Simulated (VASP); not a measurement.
## TiO2: single point with PBE

Crystal: TiO2.

```xyz
6
Lattice="-1.8996 1.8996 4.8484 1.8996 -1.8996 4.8484 1.8996 1.8996 -4.8484" Properties=species:S:1:pos:R:3 pbc="T T T"
Ti    0.0000    0.0000    0.0000
Ti    0.0000    1.8996    2.4242
O     0.0000    0.0000    2.0025
O     0.0000    1.8996    4.4267
O     0.0000    1.8996    0.4217
O     0.0000    0.0000    7.6944
```

```
Program                : VASP 6.6.1
Task                   : single point
Functional             : PBE
Potentials or basis    : VASP PAW PBE potentials, release 64 (Ti_sv, O)
Cutoff                 : 520 eV
k mesh                 : 10 × 10 × 10
Occupations            : gaussian, width 0.05 eV
Spin                   : no spin polarisation
Dipole correction      : no
Further INCAR settings : ALGO = Normal; EDIFF = 1e-06; NBANDS = 33
```

- Pressure: 0.7 GPa
- Largest force: 0.018 eV/Å
- Band gap on the k mesh: 2.11 eV, indirect (least direct gap 2.41 eV)

Forces on the atoms (eV/Å):
```
Ti   0.000  0.000  0.000
Ti   0.000  0.000  0.000
O    0.000  0.000  0.018
O    0.000  0.000  0.018
O    0.000  0.000 -0.018
O    0.000  0.000 -0.018
```

Stress tensor (GPa, compression positive):
```
0.65 0.00 0.00
0.00 0.65 0.00
0.00 0.00 0.73
```

Levels at points of the mesh, in eV from the valence-band top:
| k point | band 20 | band 21 | band 22 | band 23 | band 24 | band 25 | band 26 | band 27 | band 28 | band 29 |
| --- | --- | --- | --- | --- | --- | --- | --- | --- | --- | --- |
| (0.00, 0.00, 0.00) | -0.79 | -0.79 | -0.78 | -0.41 | -0.41 | 2.11 | 2.78 | 3.96 | 3.96 | 3.97 |
| (0.50, 0.00, 0.00) | -1.90 | -1.88 | -0.87 | -0.84 | -0.63 | 3.18 | 3.46 | 3.51 | 3.52 | 4.20 |
| (0.50, 0.50, 0.00) | -2.56 | -1.97 | -1.97 | -0.04 | -0.04 | 3.21 | 3.21 | 3.69 | 3.69 | 4.77 |
| (0.50, 0.50, 0.50) | -1.33 | -1.23 | -1.23 | -0.09 | -0.09 | 2.43 | 2.43 | 3.69 | 3.69 | 4.25 |

Run time: 3.7 min on 1 thread of Intel(R) Xeon(R) Platinum 8559C (Emerald Rapids) (shared host), peak memory 0.37 GiB.

A k mesh can miss the band edges. PBE gaps usually lie below the measured ones, often by a third to a half.
